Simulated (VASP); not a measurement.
Input of a VASP 6.6.1 run:

The input INCAR:

```
SYSTEM = W7Au
ALGO = Fast
EDIFF = 1E-7
ENCUT = 520
GGA = PE
ISIF = 2
ISMEAR = 0
LASPH = .TRUE.
LCHARG = .FALSE.
LREAL = .FALSE.
LWAVE = .FALSE.
NBANDS = 64
NELM = 100
PREC = Accurate
SIGMA = 0.1
```

The input KPOINTS:

```
k-points
0
G
  8 8 8
  0 0 0
```

POSCAR

```
W7Au
1.0
    0.0000000000      4.4049506799      4.4049506799
    4.4049506799      0.0000000000      4.4049506799
    4.4049506799      4.4049506799      0.0000000000
W Au
7 1
Direct
    0.2075954920      0.7924045080      0.7924045080
    0.7924045080      0.2075954920      0.2075954920
    0.7924045080      0.7924045080      0.2075954920
    0.2075954920      0.2075954920      0.7924045080
    0.2075954920      0.7924045080      0.2075954920
    0.7924045080      0.2075954920      0.7924045080
    0.7500000000      0.7500000000      0.7500000000
    0.5000000000      0.5000000000      0.5000000000
```

Potentials or basis: VASP PAW PBE potentials, release 64 (W_sv, Au).

Launch:

```sh
$ cat potpaw_PBE.64/W_sv/POTCAR potpaw_PBE.64/Au/POTCAR > POTCAR
$ mpirun -np 1 vasp_std > vasp.out
```

**Question.** Estimate the pressure.

**Answer.** 0.3 GPa.

**Question.** What does it give for the largest force?

**Answer.** 0.065 eV/Å.

Forces on the atoms (eV/Å):
```
W   -0.065  0.000  0.000
W    0.065  0.000  0.000
W    0.000  0.000 -0.065
W    0.000  0.000  0.065
W    0.000  0.065  0.000
W    0.000 -0.065  0.000
W    0.000  0.000  0.000
Au   0.000  0.000  0.000
```
